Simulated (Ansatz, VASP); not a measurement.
# MgO: VASP beside Ansatz

The input POSCAR:

```
MgO
1.0
    0.0000000000      2.1250000000      2.1250000000
    2.1250000000      0.0000000000      2.1250000000
    2.1250000000      2.1250000000      0.0000000000
Mg O
1 1
Direct
    0.0000000000      0.0000000000      0.0000000000
    0.5000000000      0.5000000000      0.5000000000
```

The input INCAR.step1:

```
SYSTEM = MgO
ALGO = Normal ; EDIFF = 1E-5
ENCUT = 520 ; GGA = PE
ISIF = 2 ; ISMEAR = -1
LASPH = .TRUE. ; LCHARG = .FALSE.
LREAL = .FALSE. ; LWAVE = .TRUE.
NBANDS = 11 ; NELM = 80
PREC = Accurate ; SIGMA = 0.02
```

File INCAR.step2:

```
SYSTEM = MgO
ALGO = Normal ; EDIFF = 1E-6
ENCUT = 520 ; GGA = PE
HFSCREEN = 0.2079 ; ISIF = 2
ISMEAR = -1 ; ISTART = 1
LASPH = .TRUE. ; LCHARG = .FALSE.
LHFCALC = .TRUE. ; LREAL = .FALSE.
LWAVE = .FALSE. ; NBANDS = 11
NELM = 80 ; PREC = Accurate
PRECFOCK = Normal ; SIGMA = 0.02
```

KPOINTS

```
k-points
0
G
  6 6 6
  0 0 0
```

Input for Ansatz:

```yaml
crystal:
  lattice:
    - [0, 2.125, 2.125]
    - [2.125, 0, 2.125]
    - [2.125, 2.125, 0]
  atoms:
    - { symbol: Mg, position: [0, 0, 0] }
    - { symbol: O, position: [0.5, 0.5, 0.5] }
kpoints:
  mp_grid: { grid: [6, 6, 6] }
hamiltonian:
  xc: hse06
  pseudopotentials:
    kind: all_electron
    relativity: scalar
    datasets: crystal
    dataset_attempts: all
    nuclear_model: point
scf:
  occupations: { method: fermi_dirac, width: 0.02 }
  convergence: { dr2_threshold: "1e-9 eV" }
  max_iter: 400
  exx: { singularity: regularized }
  lower_state_search: "off"
output:
  forces: true
  stress: true
```

Alike in both runs: task single point; functional HSE06; k mesh 6 × 6 × 6; occupations fermi-dirac, width 0.02 eV; no spin polarisation.

```csv
,VASP,Ansatz
version,VASP 6.6.1,Ansatz 0.2.0 development build
potentials or method,"VASP PAW PBE potentials, release 64 (Mg, O), cutoff 520 eV","plane waves, all-electron PAW datasets generated for the crystal"
```

```csv
,VASP,Ansatz,Ansatz less VASP
gap on the k mesh at the Fermi level (eV),6.16,6.19,+0.037
```

Ansatz ran all-electron here, and VASP with PAW potentials.

The k mesh is coarse, so the values compare programs but aren't converged.
